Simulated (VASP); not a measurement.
# Ba3Ti4AlO12 (a cell with a defect) in VASP: relaxation of the atoms with PBE

Aim: the relaxation of the atoms of Ba3Ti4AlO12 (a cell with a defect) with PBE.

Program: VASP 6.6.1. These are calculated values, not measurements. Logs are shortened: lines on timing, memory, paths and dates and some standing lists are left out, and cuts for length are marked.

### Step 1. The cell of the first run

The cell holds a defect, 20 atoms: a = 6.939 Å, b = 6.939 Å, c = 6.939 Å, α = 109.47°, β = 109.47°, γ = 109.47°.

### Step 2. Relaxation of the atoms, PBE

The input, INCAR:

```
PREC     = Accurate       # precision mode
ENCUT    = 520            # plane-wave cutoff, eV
EDIFF    = 1E-6           # SCF threshold, eV
ISMEAR   = -1             # smearing method
SIGMA    = 0.01           # smearing width, eV
LREAL    = Auto         
LASPH    = T              # aspherical terms in the spheres
NELM     = 100            # most SCF steps
ALGO     = Normal         # electronic algorithm
ISIF     = 2              # what is computed and relaxed
LWAVE    = F              # write WAVECAR
LCHARG   = F              # write CHGCAR
GGA      = PE             # functional
IBRION   = 2              # ionic algorithm
NSW      = 60             # ionic steps
EDIFFG   = -0.03          # ionic threshold
NELECT   = 152.0
```

The input, KPOINTS:

```
regular mesh
0
Gamma
  3 3 3
```

The input, POSCAR:

```
Ba3Ti4AlO12
1.0
   -4.0060000000      4.0060000000      4.0060000000
    4.0060000000     -4.0060000000      4.0060000000
    4.0060000000      4.0060000000     -4.0060000000
Al Ba Ti O
1 3 4 12
Direct
    0.5000000000      0.5000000000      0.5000000000
    0.0000000000      0.0000000000      0.5000000000
    0.0000000000      0.5000000000      0.0000000000
    0.5000000000      0.0000000000      0.0000000000
    0.0000000000      0.0000000000      0.0000000000
    0.5000000000      0.5000000000      0.0000000000
    0.5000000000      0.0000000000      0.5000000000
    0.0000000000      0.5000000000      0.5000000000
    0.0000000000      0.2500000000      0.2500000000
    0.5000000000      0.7500000000      0.2500000000
    0.5000000000      0.2500000000      0.7500000000
    0.0000000000      0.7500000000      0.7500000000
    0.2500000000      0.0000000000      0.2500000000
    0.7500000000      0.5000000000      0.2500000000
    0.7500000000      0.0000000000      0.7500000000
    0.2500000000      0.5000000000      0.7500000000
    0.2500000000      0.2500000000      0.0000000000
    0.7500000000      0.7500000000      0.0000000000
    0.7500000000      0.2500000000      0.5000000000
    0.2500000000      0.7500000000      0.5000000000
```

Potentials or basis: VASP PAW PBE potentials, release 64 (Al, Ba_sv, Ti_sv, O).

The run is started by

```
> cat potpaw_PBE.64/Al/POTCAR potpaw_PBE.64/Ba_sv/POTCAR potpaw_PBE.64/Ti_sv/POTCAR potpaw_PBE.64/O/POTCAR > POTCAR
> mpirun -np 1 vasp_std > vasp.out
```

OUTCAR:

```text
PREC = Accurate
   ENCUT = 520
   EDIFF = 1E-6
   ISMEAR = -1
   LREAL = Auto
   LASPH = T
   NELM = 100
   ISIF = 2
   GGA = PE
   IBRION = 2
   NSW = 60
   EDIFFG = -0.03
   NELECT = 152.0

 ion  position               nearest neighbor table
   1  0.500  0.500  0.500-   2 4.01   3 4.01   4 4.01   4 4.01   3 4.01   2 4.01
   2  0.000  0.000  0.500-   9 2.83  11 2.83  12 2.83  13 2.83  15 2.83  16 2.83  17 2.83  19 2.83
                            20 2.83  18 2.83  14 2.83  10 2.83   5 3.47   5 3.47   6 3.47   8 3.47
   3  0.000  0.500  0.000-   9 2.83  10 2.83  12 2.83  13 2.83  14 2.83  16 2.83  17 2.83  18 2.83
                            20 2.83  19 2.83  15 2.83  11 2.83   5 3.47   8 3.47   6 3.47   5 3.47
   4  0.500  0.000  0.000-   9 2.83  10 2.83  11 2.83  13 2.83  14 2.83  15 2.83  17 2.83  18 2.83
                            19 2.83  20 2.83  16 2.83  12 2.83   5 3.47   7 3.47   6 3.47   6 3.47
   5  0.000  0.000  0.000-   9 2.00  12 2.00  13 2.00  15 2.00  17 2.00  18 2.00   2 3.47   3 3.47
                             4 3.47   2 3.47   3 3.47   4 3.47
   6  0.500  0.500  0.000-  10 2.00  11 2.00  14 2.00  16 2.00  17 2.00  18 2.00   2 3.47   3 3.47
                             4 3.47   4 3.47   3 3.47   2 3.47
   7  0.500  0.000  0.500-  10 2.00  11 2.00  13 2.00  15 2.00  19 2.00  20 2.00   2 3.47   3 3.47
                             4 3.47   4 3.47   2 3.47   3 3.47
   8  0.000  0.500  0.500-   9 2.00  12 2.00  14 2.00  16 2.00  19 2.00  20 2.00   2 3.47   3 3.47
                             4 3.47   3 3.47   2 3.47   4 3.47
   9  0.000  0.250  0.250-   5 2.00   8 2.00   2 2.83   3 2.83   4 2.83
  10  0.500  0.750  0.250-   6 2.00   7 2.00   2 2.83   4 2.83   3 2.83
  11  0.500  0.250  0.750-   6 2.00   7 2.00   3 2.83   4 2.83   2 2.83
  12  0.000  0.750  0.750-   5 2.00   8 2.00   4 2.83   2 2.83   3 2.83
  13  0.250  0.000  0.250-   5 2.00   7 2.00   2 2.83   4 2.83   3 2.83
  14  0.750  0.500  0.250-   6 2.00   8 2.00   2 2.83   3 2.83   4 2.83
  15  0.750  0.000  0.750-   5 2.00   7 2.00   4 2.83   2 2.83   3 2.83
  16  0.250  0.500  0.750-   6 2.00   8 2.00   3 2.83   4 2.83   2 2.83
  17  0.250  0.250  0.000-   5 2.00   6 2.00   3 2.83   4 2.83   2 2.83
  18  0.750  0.750  0.000-   5 2.00   6 2.00   4 2.83   2 2.83   3 2.83
  19  0.750  0.250  0.500-   7 2.00   8 2.00   2 2.83   3 2.83   4 2.83
  20  0.250  0.750  0.500-   7 2.00   8 2.00   2 2.83   4 2.83   3 2.83

  LATTYP: Found a body centered cubic cell.
 ALAT       =     8.0120000000

  Lattice vectors:

 A1 = (  -4.0060000000,   4.0060000000,   4.0060000000)
 A2 = (   4.0060000000,  -4.0060000000,   4.0060000000)
 A3 = (   4.0060000000,   4.0060000000,  -4.0060000000)

Analysis of symmetry for initial positions (statically):
=====================================================================
 Subroutine PRICEL returns:
 Original cell was already a primitive cell.

 Routine SETGRP: Setting up the symmetry group for a
 body centered cubic supercell.

 Subroutine GETGRP returns: Found 48 space group operations
 (whereof 12 operations were pure point group operations)
 out of a pool of 48 trial point group operations.

The static configuration has the point symmetry D_3d.
 The point group associated with its full space group is O_h .

Analysis of symmetry for dynamics (positions and initial velocities):
=====================================================================
 Subroutine PRICEL returns:
 Original cell was already a primitive cell.

 Routine SETGRP: Setting up the symmetry group for a
 body centered cubic supercell.

 Subroutine GETGRP returns: Found 48 space group operations
 (whereof 12 operations were pure point group operations)
 out of a pool of 48 trial point group operations.

The dynamic configuration has the point symmetry D_3d.
 The point group associated with its full space group is O_h .

 Subroutine INISYM returns: Found 48 space group operations
 (whereof 12 operations are pure point group operations),
 and found     1 'primitive' translations

----------------------------------------------------------------------------------------

                                     Primitive cell

  volume of cell :     257.1537

  direct lattice vectors                    reciprocal lattice vectors
    -4.006000000  4.006000000  4.006000000     0.000000000  0.124812781  0.124812781
     4.006000000 -4.006000000  4.006000000     0.124812781  0.000000000  0.124812781
     4.006000000  4.006000000 -4.006000000     0.124812781  0.124812781  0.000000000

  length of vectors
     6.938595535  6.938595535  6.938595535     0.176511927  0.176511927  0.176511927

  position of ions in fractional coordinates (direct lattice)
[... 53 lines left out ...]

  Cartesian coordinates                     Fractional coordinates (reciprocal lattice)
     0.000000000  0.041604260  0.041604260     0.333333333  0.000000000  0.000000000
     0.041604260  0.000000000  0.041604260     0.000000000  0.333333333  0.000000000
     0.041604260  0.041604260  0.000000000     0.000000000  0.000000000  0.333333333

  Length of vectors
     0.058837309  0.058837309  0.058837309

  Shift w.r.t. Gamma in fractional coordinates (k-lattice)
     0.000000000  0.000000000  0.000000000

 Subroutine IBZKPT returns following result:
 ===========================================

 Found      4 irreducible k-points:

 Following reciprocal coordinates:
            Coordinates               Weight
  0.000000  0.000000  0.000000      1.000000
  0.333333  0.000000  0.000000     12.000000
  0.333333  0.333333  0.000000      8.000000
 -0.333333  0.333333  0.333333      6.000000
   k-points           NKPTS =      4   k-points in BZ     NKDIM =      4   number of bands    NBANDS=     91
   number of dos      NEDOS =    301   number of ions     NIONS =     20
   total plane-waves  NPLWV = 157464
   dimension x,y,z NGX =    54 NGY =   54 NGZ =   54
   dimension x,y,z NGXF=   108 NGYF=  108 NGZF=  108
   ions per type =               1   3   4  12
   NGX,Y,Z   is equivalent  to a cutoff of  12.94, 12.94, 12.94 a.u.
   NGXF,Y,Z  is equivalent  to a cutoff of  25.88, 25.88, 25.88 a.u.
 SYSTEM =  unknown system
   PREC   = accura    normal or accurate (medium, high low for compatibility)
   ISTART =      0    job   : 0-new  1-cont  2-samecut
   ICHARG =      2    charge: 1-file 2-atom 10-const
   ISPIN  =      1    spin polarized calculation?
   LNONCOLLINEAR =      F non collinear calculations
   LSORBIT =      F    spin-orbit coupling
   LASPH  =      T    aspherical Exc in radial PAW
   ENCUT  =  520.0 eV  38.22 Ry    6.18 a.u.  12.90 12.90 12.90*2*pi/ulx,y,z
   NELM   =    100;   NELMIN=  2; NELMDL= -5     # of ELM steps
   EDIFF  = 0.1E-05   stopping-criterion for ELM
   LREAL  =      T    real-space projection
   EDIFFG = -.3E-01   stopping-criterion for IOM
   NSW    =     60    number of steps for IOM
   IBRION =      2    ionic relax: 0-MD 1-quasi-New 2-CG
   NFREE  =      1    steps in history (QN), initial steepest desc. (CG)
   ISIF   =      2    stress and relaxation
   ISYM   =      2    0-nonsym 1-usesym 2-fastsym
   POTIM  = 0.5000    time-step for ionic-motion
   TEBEG  =    0.0;   TEEND  =   0.0 temperature during run
   PSTRESS=    0.0 pullay stress
   NELECT =     152.0000    total number of electrons
   NUPDOWN=      -1.0000    fix difference up-down
   EMIN   =  10.00;   EMAX   =-10.00  energy-range for DOS
   EFERMI =   0.00;   METHOD = LEGACY
   ISMEAR =    -1;   SIGMA  =   0.01  broadening in eV -4-tet -1-fermi 0-gaus
   EFERMI_NEDOS =   21; number of points for ismear=-14 and -15
   IALGO  =     38    algorithm
   IMIX   =      4    mixing-type and parameters
     AMIX     =   0.40;   BMIX     =  1.00
     AMIX_MAG =   1.60;   BMIX_MAG =  1.00
  volume/ion in A,a.u.               =      12.86        86.77
  Fermi-wavevector in a.u.,A,eV,Ry     =   1.373910  2.596314 25.682763  1.887630
  Thomas-Fermi vector in A             =   2.499385
   LORBIT       =      0    0 simple, 1 ext, 2 COOP (PROOUT), +10 PAW based schemes
   GGA     = PE    functional components
   LHFCALC =     F    Hartree Fock is set to
   AEXX    =    0.0000 exact exchange contribution
   IVDW    =     0    specifies the selected vdW correction
   LEPSILON=     F    determine dielectric tensor
   LRPA    =     F    only Hartree local field effects (RPA)
 conjugate gradient relaxation of ions
 non-spin polarized calculation
  energy-cutoff  :      520.00
  volume of cell :      257.15
 maximum number of plane-waves:      6939
 NGX is ok and might be reduce to    54
   NGX = 25   NGY = 25   NGZ = 25

--------------------------------------- Ionic step        1  -------------------------------------------

 number of electron     151.9999900 magnetization

 Free energy of the ion-electron system (eV)
  ---------------------------------------------------
  ext. energy  EPLUGINS =         0.00000000
  ---------------------------------------------------
  free energy    TOTEN  =      -160.11530939 eV

  energy without entropy =     -160.11329248  energy(sigma->0) =     -160.11430094

------------------------ aborting loop because EDIFF is reached ----------------------------------------

  FORCE on cell =-STRESS in cart. coord.  units (eV):
  Direction    XX          YY          ZZ          XY          YZ          ZX
  --------------------------------------------------------------------------------------
  -------------------------------------------------------------------------------------
  Total      -13.0715385    -13.0715385    -13.0715385      0.0000000      0.0000000     -0.0000000
  in kB      -81.4412562    -81.4412562    -81.4412562      0.0000000      0.0000000     -0.0000000
  external PRESSURE =     -81.4412562 kB  Pullay stress =       0.0000000 kB
[... 95 lines left out ...]
--------------------------------------- Ionic step        3  -------------------------------------------

 number of electron     152.0000000 magnetization

 Free energy of the ion-electron system (eV)
  ---------------------------------------------------
  ext. energy  EPLUGINS =         0.00000000
  ---------------------------------------------------
  free energy    TOTEN  =      -160.36544463 eV

  energy without entropy =     -160.36541517  energy(sigma->0) =     -160.36542990

 E-fermi :   3.8530     XC(G=0): -10.9831

 val. band max:        3.7752631750   @ k =  -0.3333   0.3333   0.3333
 cond. band min:       3.9128283125   @ k =   0.0000   0.0000   0.0000
 fundamental gap:      0.1375651375
 Fermi energy:         3.8530249879

 k-point     1 :       0.0000    0.0000    0.0000
  band No.  band energies     occupation
      1     -52.9229      2.00000
      2     -52.9209      2.00000
      3     -52.9209      2.00000
      4     -52.9209      2.00000
      5     -29.1714      2.00000
      6     -29.1714      2.00000
[... 353 lines left out ...]
     87       7.4973      0.00000
     88       7.4973      0.00000
 [bands above 88 left out]

------------------------ aborting loop because EDIFF is reached ----------------------------------------

  FORCE on cell =-STRESS in cart. coord.  units (eV):
  Direction    XX          YY          ZZ          XY          YZ          ZX
  --------------------------------------------------------------------------------------
  -------------------------------------------------------------------------------------
  Total      -14.5767382    -14.5767382    -14.5767382     -0.0000000     -0.0000000     -0.0000000
  in kB      -90.8192916    -90.8192916    -90.8192916     -0.0000000     -0.0000000     -0.0000000
  external PRESSURE =     -90.8192916 kB  Pullay stress =       0.0000000 kB
[... 35 lines left out ...]
  FREE ENERGIE OF THE ION-ELECTRON SYSTEM (eV)
  ---------------------------------------------------
  free  energy   TOTEN  =      -160.3654446289 eV

  energy  without entropy=     -160.3654151748  energy(sigma->0) =     -160.36542990

 reached required accuracy - stopping structural energy minimisation
```

It took 17 min on 1 thread of Oxide Virtual Turin-like, shared host; peak memory 0.42 GiB.

Results:

```yaml
Free_energy: -160.3654 eV
Energy_gained_by_relaxing: 12.5 meV/atom
Ionic_steps: 3
Largest_force_after_relaxing: 0.007 eV/Å
```

Forces in eV/Å, atoms in the order of the input:
```
Al   0.000  0.000  0.000
Ba   0.000  0.000  0.000
Ba   0.000  0.000  0.000
Ba   0.000  0.000  0.000
Ti   0.000  0.000  0.000
Ti   0.000  0.000  0.000
Ti   0.000  0.000  0.000
Ti   0.000  0.000  0.000
O    0.000  0.005  0.005
O    0.000  0.005 -0.005
O    0.000 -0.005  0.005
O    0.000 -0.005 -0.005
O    0.005  0.000  0.005
O    0.005  0.000 -0.005
O   -0.005  0.000 -0.005
O   -0.005  0.000  0.005
O    0.005  0.005  0.000
O   -0.005 -0.005  0.000
O    0.005 -0.005  0.000
O   -0.005  0.005  0.000
```

Step by step:
| step | energy change (eV) | largest force (eV/Å) | pressure (GPa) |
| --- | --- | --- | --- |
| 1 | 0.0000 | 0.6113 | -8.14 |
| 2 | -0.1687 | 0.3431 | -8.61 |
| 3 | -0.2501 | 0.0070 | -9.08 |

Final structure:
```
CELL_PARAMETERS angstrom
-4.00600 4.00600 4.00600
4.00600 -4.00600 4.00600
4.00600 4.00600 -4.00600
ATOMIC_POSITIONS crystal
Al 0.50000 0.50000 0.50000
Ba 0.00000 0.00000 0.50000
Ba 0.00000 0.50000 0.00000
Ba 0.50000 0.00000 0.00000
Ti 0.00000 0.00000 0.00000
Ti 0.50000 0.50000 0.00000
Ti 0.50000 0.00000 0.50000
Ti 0.00000 0.50000 0.50000
O 0.01187 0.25593 0.25593
O 0.50000 0.74407 0.25593
O 0.50000 0.25593 0.74407
O 0.98813 0.74407 0.74407
O 0.25593 0.01187 0.25593
O 0.74407 0.50000 0.25593
O 0.74407 0.98813 0.74407
O 0.25593 0.50000 0.74407
O 0.25593 0.25593 0.01187
O 0.74407 0.74407 0.98813
O 0.74407 0.25593 0.50000
O 0.25593 0.74407 0.50000
```

Caveat: the cell carries a net charge on a neutralising background, which shifts energy and pressure; the cell is charged against a uniform background, so pressure and absolute levels hang on convention; spin-orbit coupling is left out, which moves the levels of the heavy elements.
